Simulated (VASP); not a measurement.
A run of VASP 6.6.1 is set up as follows.

The input INCAR:

```
SYSTEM = PrB
ALGO = Normal ; EDIFF = 1E-6
ENCUT = 600 ; GGA = PE
GGA_COMPAT = .FALSE. ; ISIF = 2
ISMEAR = 0 ; LASPH = .TRUE.
LCHARG = .FALSE. ; LMAXMIX = 6
LREAL = .FALSE. ; LWAVE = .FALSE.
NBANDS = 15 ; NELM = 200
PREC = Accurate ; SIGMA = 0.1
```

KPOINTS

```
k-points
0
G
  6 6 6
  0 0 0
```

Contents of POSCAR:

```
PrB
1.0
    0.0000000000      2.9891839578      2.9891839578
    2.9891839578      0.0000000000      2.9891839578
    2.9891839578      2.9891839578      0.0000000000
Pr B
1 1
Direct
    0.2500000000      0.2500000000      0.2500000000
    0.0000000000      0.0000000000      0.0000000000
```

Potentials or basis: VASP PAW PBE potentials, release 64 (Pr, B).

The run is started by

```sh
$ cat potpaw_PBE.64/Pr/POTCAR potpaw_PBE.64/B/POTCAR > POTCAR
$ mpirun -np 1 vasp_std > vasp.out
```

Q: Predict the pressure.

A: -6.6 GPa.

Caveat: the cell stands under tension; spin-orbit coupling is left out, which moves the levels of the heavy elements; semilocal functionals describe open f shells poorly, which spoils levels, moments and volumes. Spin polarisation is off, so any magnetic state and its effect on volume and gap are missing.
